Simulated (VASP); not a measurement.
Set up this calculation in VASP 6.6.1, as the native input.

```yaml
Task: single point
Functional: PBE
Potentials_or_basis: VASP PAW PBE potentials, release 64 (Li_sv, Nb_sv, O)
Cutoff: 520 eV
k_mesh: 6 × 6 × 6
Occupations: gaussian, width 0.05 eV
Spin: no spin polarisation
Dipole_correction: no
Further_INCAR_settings: ALGO = Normal; EDIFF = 1e-06; NBANDS = 45
```

The structure of LiNbO3 lies in POSCAR:

```
LiNbO3
1.0
    2.7209750440      1.5709556741      4.5213535315
   -2.7209750440      1.5709556741      4.5213535315
    0.0000000000     -3.1419113482      4.5213535315
Li Nb O
2 2 6
Direct
    0.2815913687      0.2815913687      0.2815913687
    0.7815913687      0.7815913687      0.7815913687
    0.0004900497      0.0004900497      0.0004900497
    0.5004900497      0.5004900497      0.5004900497
    0.1104619503      0.3580262714      0.7211003599
    0.7211003599      0.1104619503      0.3580262714
    0.3580262714      0.7211003599      0.1104619503
    0.2211003599      0.8580262714      0.6104619503
    0.8580262714      0.6104619503      0.2211003599
    0.6104619503      0.2211003599      0.8580262714
```

These files were run (other wordings do the same):

INCAR

```
PREC     = Accurate       # precision mode
ENCUT    = 520            # plane-wave cutoff, eV
EDIFF    = 1E-6           # SCF threshold, eV
ISMEAR   = 0              # smearing method
SIGMA    = 0.05           # smearing width, eV
LREAL    = False          # projectors in reciprocal space
LASPH    = True           # aspherical terms in the spheres
NELM     = 100            # most SCF steps
ALGO     = Normal         # electronic algorithm
ISIF     = 2              # what is computed and relaxed
LWAVE    = False          # write WAVECAR
LCHARG   = False          # write CHGCAR
GGA      = PE             # functional
NBANDS   = 45             # bands
```

KPOINTS

```
Automatic mesh
0
Gamma
  6 6 6
```

Potentials or basis: VASP PAW PBE potentials, release 64 (Li_sv, Nb_sv, O).

Launch:

```sh
$ cat potpaw_PBE.64/Li_sv/POTCAR potpaw_PBE.64/Nb_sv/POTCAR potpaw_PBE.64/O/POTCAR > POTCAR
$ mpirun -np 1 vasp_std > vasp.out
```

It gave:

```yaml
Largest_force: 0.944 eV/Å
Band_gap_on_the_k_mesh: 3.14 eV (least direct gap 3.22 eV)
```

Run time: 6.5 min on 1 thread of Intel Xeon 8259CL, on a shared host, peak memory 0.33 GiB.
